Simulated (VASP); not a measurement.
Input of a VASP 6.6.1 run:

The input INCAR:

```
SYSTEM = CuO
PREC     = Accurate       ! precision mode
ENCUT    = 600            ! plane-wave cutoff, eV
EDIFF    = 1E-6           ! SCF threshold, eV
ISMEAR   = 0              ! smearing method
SIGMA    = 0.1            ! smearing width, eV
LREAL    = .FALSE.        ! projectors in reciprocal space
LASPH    = .TRUE.         ! aspherical terms in the spheres
NELM     = 100            ! most SCF steps
ALGO     = Fast           ! electronic algorithm
ISIF     = 4              ! what is computed and relaxed
LWAVE    = .FALSE.        ! write WAVECAR
LCHARG   = .FALSE.        ! write CHGCAR
GGA      = PS             ! functional
IBRION   = 2              ! ionic algorithm
NSW      = 50             ! ionic steps
EDIFFG   = -0.01          ! ionic threshold
KPAR     = 4
```

Contents of KPOINTS:

```
Automatic mesh
0
G
  14 14 8
  0 0 0
```

Contents of POSCAR:

```
CuO
1.0
    2.8647817086     -0.0153078832     -0.0039341260
    0.0235663226      2.8646939804     -0.0039100805
    0.0102420903      0.0101322487      5.0409473590
Cu O
2 2
Direct
    0.5000000000      0.0000000000      0.5000000000
    0.0000000000      0.5000000000      0.0000000000
    0.0002557262      0.9997387149      0.2500003705
    0.9997442738      0.0002612851      0.7499996295
```

Potentials or basis: VASP PAW PBE potentials, release 64 (Cu, O).

Run with:

```console
$ cat potpaw_PBE.64/Cu/POTCAR potpaw_PBE.64/O/POTCAR > POTCAR
$ mpirun -np 4 vasp_std > vasp.out
```

Predict the band gap on the k mesh.

zero (bands 17 and 18 overlap by 1.19 eV).

The path:
| step | energy change (eV) | largest force (eV/Å) | pressure (GPa) | volume (Å³) |
| --- | --- | --- | --- | --- |
| 1 | 0.0000 | 0.0007 | 6.57 | 41.37 |
| 2 | -0.0030 | 0.0001 | 5.99 | 41.37 |
| 3 | -0.0040 | 0.0005 | 5.36 | 41.37 |
| 4 | -0.0040 | 0.0004 | 5.48 | 41.37 |

Caveat: the PAW data sets were made with another functional, which shifts forces and pressure a little; semilocal functionals often make such compounds metallic where correlation or magnetic order opens a gap, which also shifts bond lengths. With open d or f shells a metallic result of PBEsol can be an artefact of self-interaction; +U or a hybrid may open a gap.
